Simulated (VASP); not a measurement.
Runs of VASP 6.6.1 on HfN. The structure is that of space group P6_3/mmc (No. 194), or close to it. The cells are those of the table. 

```tsv
task	cell	cutoff (eV)	gap on the mesh (eV)	pressure (GPa)
relaxation of cell and atoms	relaxed from a = 3.134, b = 3.134, c = 5.417 Å, angles 90.0, 90.0, 120.0°, 4 atoms	600	none	0.0
single point	a = 3.091, b = 3.091, c = 5.337 Å, angles 90.0, 90.0, 120.0°, 4 atoms	520	none	7.9
relaxation of cell and atoms	relaxed to 2 GPa from a = 3.134, b = 3.134, c = 5.417 Å, angles 90.0, 90.0, 120.0°, 4 atoms	600	none	1.9
relaxation of cell and atoms	relaxed to 10 GPa from a = 3.134, b = 3.134, c = 5.417 Å, angles 90.0, 90.0, 120.0°, 4 atoms	600	none	9.4
single point	a = 3.107, b = 3.107, c = 5.366 Å, angles 90.0, 90.0, 120.0°, 4 atoms	520	none	(a)
relaxation of cell and atoms	relaxed to -2 GPa from a = 3.134, b = 3.134, c = 5.417 Å, angles 90.0, 90.0, 120.0°, 4 atoms	600	none	-2.0
single point	a = 3.126, b = 3.126, c = 5.396 Å, angles 90.0, 90.0, 120.0°, 4 atoms	520	none	(b)
single point	a = 3.133, b = 3.133, c = 5.409 Å, angles 90.0, 90.0, 120.0°, 4 atoms	520	none	-4.0
single point	a = 3.118, b = 3.118, c = 5.384 Å, angles 90.0, 90.0, 120.0°, 4 atoms	520	none	-0.1
relaxation of cell and atoms	relaxed to 5 GPa from a = 3.134, b = 3.134, c = 5.417 Å, angles 90.0, 90.0, 120.0°, 4 atoms	600	none	4.8
```

Alike in all rows: level PBEsol; potentials or basis VASP PAW PBE potentials, release 64 (Hf_pv, N); no spin polarisation; k mesh 9 × 9 × 5; smearing methfessel-paxton 0.15 eV.

Question: Fill in the values left out.

Answer: (a) 2.9; (b) -2.1.

Caveats: the PAW data sets were made with another functional, which shifts forces and pressure a little; spin-orbit coupling is left out, which moves the levels of the heavy elements; the cell is relaxed towards a set pressure, so the run minimises the enthalpy, not the energy (at least some runs); the cell stands under pressure (at least some runs); the cell stands under tension (at least some runs).

A k mesh can miss the band edges, and the runs leave out spin-orbit coupling on Hf.

A gap of «none» marks levels without a gap at the run's occupations.
